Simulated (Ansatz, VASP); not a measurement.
**Mg8O9 in VASP and in Ansatz**

```
Mg O
1.0
     0.00000    3.82800    3.82800
     3.82800    0.00000    3.82800
     3.82800    3.82800    0.00000
Mg O
8 9
Cartesian
  0.0552 0.0577 -0.0322
  1.9695 1.9718 0.0198
  1.8038 0.0906 1.9696
  3.8512 2.1378 1.9697
  0.0882 1.8065 1.9696
  2.1354 3.8537 1.9698
  1.9695 1.9718 3.9198
  3.8832 3.8857 3.9725
  1.9697 1.9721 1.9699
  3.8836 3.8861 1.9700
  3.8835 1.9717 3.8836
  5.7973 3.8857 3.8836
  1.9693 3.8858 3.8837
  3.8834 5.7997 3.8836
  3.4148 3.4176 5.7985
  5.7976 5.8001 5.7976
  4.3522 4.3546 5.7980
```

Alike in both runs: functional PBE; k mesh 2 × 2 × 2; occupations fermi-dirac, width 0.05 eV; collinear spin.

Ansatz relaxed the structure, and its values are those at the end. VASP's run is a single point on that final structure, the one shown.

|  | VASP | Ansatz |
| --- | --- | --- |
| version | VASP 6.6.1 | Ansatz 0.2.0 |
| potentials or method | VASP PAW PBE potentials, release 64 (Mg, O), cutoff 520 eV | scalar-relativistic, plane waves, PAW |
| valence electrons in the cell | 70 | 134 |

|  | VASP | Ansatz | Ansatz less VASP |
| --- | --- | --- | --- |
| gap on the k mesh at the Fermi level (eV) | 6.39 | 6.41 | +0.013 |
| rms of the force components (eV/Å) | 0.056 | 0.003 | -0.0530 |
| net moment per atom (μB) | 0.00 | 0.00 | 0.000 |

VASP's potentials hold 70 valence electrons a cell and Ansatz's 134, so a difference there can come from the potentials and not from the codes. Ansatz's warnings: seeded moment not kept.

The k mesh is coarse, so the values compare programs but aren't converged.
